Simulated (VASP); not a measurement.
LiBeS3, 5 atoms in the cell. It takes space group P4mm (No. 99, tetragonal). Conventional cell: a = 4.066 Å, b = 4.066 Å, c = 5.353 Å, α = 90.00°, β = 90.00°, γ = 90.00°. Within 3.9 Å of Li (site symmetry 4mm) lie 12 S at 2.98 to 3.36 Å and 4 Be at 3.24 Å. Within 3.0 Å of Be (site symmetry 4mm) lie 5 S at 2.27 to 2.35 Å. S (site symmetry 2mm) has 2 Be at 2.35 Å and 6 S at 2.78 to 2.87 Å within 3.1 Å. Within 3.0 Å of S (site symmetry 4mm) lie 1 Be at 2.27 Å and 4 S at 2.78 Å and 4 Li at 2.98 Å. 

```yaml
Program: VASP 6.6.1
Task: single point
Functional: PBE
Potentials_or_basis: VASP PAW PBE potentials, release 64 (Li_sv, Be, S)
Cutoff: 520 eV
k_mesh: 4 × 4 × 4
Occupations: gaussian, width 0.1 eV
Spin: no spin polarisation
Dipole_correction: no
Further_INCAR_settings: ALGO = Normal; EDIFF = 1e-06; NBANDS = 20
```

Potentials or basis: VASP PAW PBE potentials, release 64 (Li_sv, Be, S).

The run is started by

```bash
$ cat potpaw_PBE.64/Li_sv/POTCAR potpaw_PBE.64/Be/POTCAR potpaw_PBE.64/S/POTCAR > POTCAR
$ mpirun -np 1 vasp_std > vasp.out
```

Hardware: 1 thread of AMD EPYC 7R13 (shared host).

Problem. How long does it take, and how much memory?

Solution. Run time: 57 s on 1 thread of AMD EPYC 7R13 (shared host), peak memory 0.15 GiB. Counts: scf iterations 14, k points 18.
